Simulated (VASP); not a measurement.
# LiOs (Fm-3m) in VASP: single point with PBE

Aim: the single point of LiOs with PBE.

Everything below comes from runs of VASP 6.6.1. Logs are shortened: lines on timing, memory, paths and dates and some standing lists are left out, and cuts for length are marked.

### Step 1. The cell of the first run

The structure is cubic, space group Fm-3m (No. 225). The conventional cell has a = 4.726 Å, b = 4.726 Å, c = 4.726 Å, α = 90.00°, β = 90.00°, γ = 90.00°. Os (site symmetry m-3m) has 6 Li at 2.36 Å within 3.1 Å. Within 3.1 Å of Li (site symmetry m-3m) lie 6 Os at 2.36 Å.

### Step 2. Single point, PBE

INCAR reads:

```
PREC = Accurate ; ENCUT = 750
EDIFF = 1E-6 ; ISMEAR = -1
SIGMA = 0.1 ; LREAL = F
LASPH = T ; NELM = 120
ALGO = Normal ; ISIF = 2
LWAVE = F ; LCHARG = F
GGA = PE ; NBANDS = 12
GGA_COMPAT = F
```

KPOINTS reads:

```
regular mesh
0
Gamma
  7 7 7
```

POSCAR reads:

```
LiOs
1.0
    0.0000000000      2.3629860000      2.3629860000
    2.3629860000      0.0000000000      2.3629860000
    2.3629860000      2.3629860000      0.0000000000
Os Li
1 1
Direct
    0.0000000000      0.0000000000      0.0000000000
    0.5000000000      0.5000000000      0.5000000000
```

Potentials or basis: VASP PAW PBE potentials, release 64 (Os, Li_sv).

Launch:

```sh
$ cat potpaw_PBE.64/Os/POTCAR potpaw_PBE.64/Li_sv/POTCAR > POTCAR
$ mpirun -np 1 vasp_std > vasp.out
```

OUTCAR:

```text
PREC = Accurate
   ENCUT = 750
   EDIFF = 1E-6
   ISMEAR = -1
   LREAL = F
   LASPH = T
   NELM = 120
   ISIF = 2
   GGA = PE

 ion  position               nearest neighbor table
   1  0.000  0.000  0.000-   2 2.36   2 2.36   2 2.36   2 2.36   2 2.36   2 2.36
   2  0.500  0.500  0.500-   1 2.36   1 2.36   1 2.36   1 2.36   1 2.36   1 2.36

  LATTYP: Found a face centered cubic cell.
 ALAT       =     4.7259720000

  Lattice vectors:

 A1 = (   0.0000000000,   2.3629860000,   2.3629860000)
 A2 = (   2.3629860000,   0.0000000000,   2.3629860000)
 A3 = (   2.3629860000,   2.3629860000,   0.0000000000)

Analysis of symmetry for initial positions (statically):
=====================================================================
 Subroutine PRICEL returns:
 Original cell was already a primitive cell.

 Routine SETGRP: Setting up the symmetry group for a
 face centered cubic supercell.

 Subroutine GETGRP returns: Found 48 space group operations
 (whereof 48 operations were pure point group operations)
 out of a pool of 48 trial point group operations.

The static configuration has the point symmetry O_h .

Analysis of symmetry for dynamics (positions and initial velocities):
=====================================================================
 Subroutine PRICEL returns:
 Original cell was already a primitive cell.

 Routine SETGRP: Setting up the symmetry group for a
 face centered cubic supercell.

 Subroutine GETGRP returns: Found 48 space group operations
 (whereof 48 operations were pure point group operations)
 out of a pool of 48 trial point group operations.

The dynamic configuration has the point symmetry O_h .

 Subroutine INISYM returns: Found 48 space group operations
 (whereof 48 operations are pure point group operations),
 and found     1 'primitive' translations

----------------------------------------------------------------------------------------

                                     Primitive cell

  volume of cell :      26.3884

  direct lattice vectors                    reciprocal lattice vectors
     0.000000000  2.362986000  2.362986000    -0.211596683  0.211596683  0.211596683
     2.362986000  0.000000000  2.362986000     0.211596683 -0.211596683  0.211596683
     2.362986000  2.362986000  0.000000000     0.211596683  0.211596683 -0.211596683

  length of vectors
     3.341766849  3.341766849  3.341766849     0.366496206  0.366496206  0.366496206

  position of ions in fractional coordinates (direct lattice)
     0.000000000  0.000000000  0.000000000
     0.500000000  0.500000000  0.500000000

  ion indices of the primitive-cell ions
   primitive index   ion index
                 1           1
                 2           2

----------------------------------------------------------------------------------------

 KPOINTS: regular mesh

Automatic generation of k-mesh.
 Grid dimensions read from file:
 generate k-points for:    7    7    7

 Generating k-lattice:

  Cartesian coordinates                     Fractional coordinates (reciprocal lattice)
    -0.030228098  0.030228098  0.030228098     0.142857143  0.000000000  0.000000000
     0.030228098 -0.030228098  0.030228098     0.000000000  0.142857143  0.000000000
     0.030228098  0.030228098 -0.030228098     0.000000000  0.000000000  0.142857143

  Length of vectors
     0.052356601  0.052356601  0.052356601

  Shift w.r.t. Gamma in fractional coordinates (k-lattice)
     0.000000000  0.000000000  0.000000000

 Subroutine IBZKPT returns following result:
 ===========================================

 Found     20 irreducible k-points:

 Following reciprocal coordinates:
            Coordinates               Weight
  0.000000  0.000000  0.000000      1.000000
  0.142857  0.000000  0.000000      8.000000
  0.285714  0.000000  0.000000      8.000000
  0.428571  0.000000  0.000000      8.000000
  0.142857  0.142857  0.000000      6.000000
  0.285714  0.142857  0.000000     24.000000
[... 12 lines left out ...]
 -0.428571  0.428571  0.142857     24.000000
 -0.285714  0.428571  0.142857     24.000000
   k-points           NKPTS =     20   k-points in BZ     NKDIM =     20   number of bands    NBANDS=     12
   number of dos      NEDOS =    301   number of ions     NIONS =      2
   total plane-waves  NPLWV =  27000
   dimension x,y,z NGX =    30 NGY =   30 NGZ =   30
   dimension x,y,z NGXF=    60 NGYF=   60 NGZF=   60
   ions per type =               1   1
   NGX,Y,Z   is equivalent  to a cutoff of  14.92, 14.92, 14.92 a.u.
   NGXF,Y,Z  is equivalent  to a cutoff of  29.85, 29.85, 29.85 a.u.
 SYSTEM =  unknown system
   PREC   = accura    normal or accurate (medium, high low for compatibility)
   ISTART =      0    job   : 0-new  1-cont  2-samecut
   ICHARG =      2    charge: 1-file 2-atom 10-const
   ISPIN  =      1    spin polarized calculation?
   LNONCOLLINEAR =      F non collinear calculations
   LSORBIT =      F    spin-orbit coupling
   LASPH  =      T    aspherical Exc in radial PAW
   ENCUT  =  750.0 eV  55.12 Ry    7.42 a.u.   7.46  7.46  7.46*2*pi/ulx,y,z
   NELM   =    120;   NELMIN=  2; NELMDL= -5     # of ELM steps
   EDIFF  = 0.1E-05   stopping-criterion for ELM
   LREAL  =      F    real-space projection
   EDIFFG = 0.1E-04   stopping-criterion for IOM
   NSW    =      0    number of steps for IOM
   IBRION =     -1    ionic relax: 0-MD 1-quasi-New 2-CG
   NFREE  =      0    steps in history (QN), initial steepest desc. (CG)
   ISIF   =      2    stress and relaxation
   ISYM   =      2    0-nonsym 1-usesym 2-fastsym
   POTIM  = 0.5000    time-step for ionic-motion
   TEBEG  =    0.0;   TEEND  =   0.0 temperature during run
   PSTRESS=    0.0 pullay stress
   NELECT =      11.0000    total number of electrons
   NUPDOWN=      -1.0000    fix difference up-down
   EMIN   =  10.00;   EMAX   =-10.00  energy-range for DOS
   EFERMI =   0.00;   METHOD = LEGACY
   ISMEAR =    -1;   SIGMA  =   0.10  broadening in eV -4-tet -1-fermi 0-gaus
   EFERMI_NEDOS =   21; number of points for ismear=-14 and -15
   IALGO  =     38    algorithm
   IMIX   =      4    mixing-type and parameters
     AMIX     =   0.40;   BMIX     =  1.00
     AMIX_MAG =   1.60;   BMIX_MAG =  1.00
  volume/ion in A,a.u.               =      13.19        89.04
  Fermi-wavevector in a.u.,A,eV,Ry     =   1.222929  2.311001 20.348266  1.495555
  Thomas-Fermi vector in A             =   2.358058
   LORBIT       =      0    0 simple, 1 ext, 2 COOP (PROOUT), +10 PAW based schemes
   GGA     = PE    functional components
   LHFCALC =     F    Hartree Fock is set to
   AEXX    =    0.0000 exact exchange contribution
   IVDW    =     0    specifies the selected vdW correction
   LEPSILON=     F    determine dielectric tensor
   LRPA    =     F    only Hartree local field effects (RPA)
 non-spin polarized calculation
  energy-cutoff  :      750.00
  volume of cell :       26.39
 maximum number of plane-waves:      1248
 NGX is ok and might be reduce to    30
   NGX = 15   NGY = 15   NGZ = 15

 number of electron      10.9999999 magnetization

 Free energy of the ion-electron system (eV)
  ---------------------------------------------------
  ext. energy  EPLUGINS =         0.00000000
  ---------------------------------------------------
  free energy    TOTEN  =       -10.34488440 eV

  energy without entropy =      -10.30751732  energy(sigma->0) =      -10.32620086

 E-fermi :   4.7827     XC(G=0): -11.6143

 val. band max:        4.7015133753   @ k =   0.2857   0.2857   0.0000
 cond. band min:       5.0356028176   @ k =   0.4286   0.4286   0.0000
 fundamental gap:      0.3340894423
 Fermi energy:         4.7827148400

 k-point     1 :       0.0000    0.0000    0.0000
  band No.  band energies     occupation
      1     -39.2848      2.00000
      2      -1.8678      2.00000
      3       3.1640      2.00000
      4       3.1640      2.00000
      5       3.1640      2.00000
      6       4.1516      1.99638
      7       4.1516      1.99638
      8      14.9900      0.00000
      9      14.9900      0.00000
     10      14.9900      0.00000
     11      16.9262      0.00000
     12      25.5327      0.00000

 k-point     2 :       0.1429    0.0000    0.0000
  band No.  band energies     occupation
      1     -39.2814      2.00000
      2      -1.4621      2.00000
      3       2.9396      2.00000
      4       3.2802      2.00000
      5       3.2802      2.00000
      6       4.0364      1.99885
      7       4.0364      1.99885
      8      14.4299      0.00000
      9      15.7095      0.00000
     10      15.7095      0.00000
     11      17.4206      0.00000
     12      22.5284      0.00000

 k-point     3 :       0.2857    0.0000    0.0000
  band No.  band energies     occupation
      1     -39.2739      2.00000
      2      -0.5976      2.00000
      3       2.9472      2.00000
      4       3.0037      2.00000
      5       3.0037      2.00000
      6       4.4829      1.90494
      7       4.4830      1.90493
      8      11.8100      0.00000
      9      17.1873      0.00000
     10      17.1873      0.00000
     11      18.0105      0.00000
     12      20.5957      0.00000

 k-point     4 :       0.4286    0.0000    0.0000
  band No.  band energies     occupation
      1     -39.2678      2.00000
      2      -0.2049      2.00000
      3       2.6482      2.00000
      4       2.6482      2.00000
      5       4.4416      1.93610
      6       5.1563      0.04659
      7       5.1563      0.04659
      8       8.2439      0.00000
      9      17.2884      0.00000
     10      17.2884      0.00000
     11      18.4634      0.00000
     12      20.0456      0.00000

 k-point     5 :       0.1429    0.1429    0.0000
  band No.  band energies     occupation
      1     -39.2808      2.00000
      2      -1.2970      2.00000
      3       2.7850      2.00000
      4       3.4441      2.00000
      5       3.4441      2.00000
      6       3.5524      1.99999
      7       4.3146      1.98163
      8      14.6684      0.00000
      9      14.6684      0.00000
     10      16.6199      0.00000
     11      17.6842      0.00000
     12      21.4246      0.00000
[... 168 lines left out ...]
      1     -39.2723      2.00000
      2       0.5136      2.00000
      3       2.1404      2.00000
      4       2.6756      2.00000
      5       3.7531      1.99993
      6       4.3616      1.97079
      7       5.4876      0.00174
      8      11.6712      0.00000
      9      12.2460      0.00000
     10      16.6314      0.00000
     11      19.3231      0.00000
     12      20.5629      0.00000

 k-point    18 :      -0.4286    0.2857    0.1429
  band No.  band energies     occupation
      1     -39.2697      2.00000
      2       1.0388      2.00000
      3       2.3569      2.00000
      4       2.8209      2.00000
      5       3.5024      1.99999
      6       5.0888      0.08952
      7       6.4069      0.00000
      8       8.6831      0.00000
      9      12.0772      0.00000
     10      15.0892      0.00000
     11      20.0779      0.00000
     12      21.2062      0.00000

 k-point    19 :      -0.4286    0.4286    0.1429
  band No.  band energies     occupation
      1     -39.2719      2.00000
      2       1.7748      2.00000
      3       1.9562      2.00000
      4       2.7450      2.00000
      5       4.2309      1.99201
      6       5.4357      0.00291
      7       6.5257      0.00000
      8       8.8040      0.00000
      9      10.1345      0.00000
     10      13.0451      0.00000
     11      20.2080      0.00000
     12      22.3314      0.00000

 k-point    20 :      -0.2857    0.4286    0.1429
  band No.  band energies     occupation
      1     -39.2705      2.00000
      2       1.7555      2.00000
      3       2.5279      2.00000
      4       2.6151      2.00000
      5       3.5022      1.99999
      6       5.4572      0.00235
      7       6.9487      0.00000
      8       8.6459      0.00000
      9       9.8554      0.00000
     10      13.7205      0.00000
     11      20.7375      0.00000
     12      21.9658      0.00000

------------------------ aborting loop because EDIFF is reached ----------------------------------------

  FORCE on cell =-STRESS in cart. coord.  units (eV):
  Direction    XX          YY          ZZ          XY          YZ          ZX
  --------------------------------------------------------------------------------------
  -------------------------------------------------------------------------------------
  Total       -1.4972419     -1.4972419     -1.4972419      0.0000000     -0.0000000      0.0000000
  in kB      -90.9052810    -90.9052810    -90.9052810      0.0000000     -0.0000000      0.0000000
  external PRESSURE =     -90.9052810 kB  Pullay stress =       0.0000000 kB

 VOLUME and BASIS-vectors are now :
 -----------------------------------------------------------------------------
  energy-cutoff  :      750.00
  volume of cell :       26.39
      direct lattice vectors                 reciprocal lattice vectors
     0.000000000  2.362986000  2.362986000    -0.211596683  0.211596683  0.211596683
     2.362986000  0.000000000  2.362986000     0.211596683 -0.211596683  0.211596683
     2.362986000  2.362986000  0.000000000     0.211596683  0.211596683 -0.211596683

 POSITION                                       TOTAL-FORCE (eV/Angst)
 -----------------------------------------------------------------------------------
      0.00000      0.00000      0.00000         0.000000      0.000000      0.000000
      2.36299      2.36299      2.36299        -0.000000     -0.000000     -0.000000
 -----------------------------------------------------------------------------------
    total drift:                                0.000000      0.000000      0.000000

  FREE ENERGIE OF THE ION-ELECTRON SYSTEM (eV)
  ---------------------------------------------------
  free  energy   TOTEN  =       -10.3448844014 eV

  energy  without entropy=      -10.3075173230  energy(sigma->0) =      -10.32620086
```

Wall time 6 s (1 thread of Intel Xeon 6975P-C (Granite Rapids), shared host); peak memory 0.17 GiB.

Results:

* Free energy: -10.3449 eV
* Pressure: -9.1 GPa
* Band gap on the k mesh: zero (an odd number of electrons rules out a gap without spin polarisation)

Caveat: the cell stands under tension; spin-orbit coupling is left out, which moves the levels of the heavy elements.
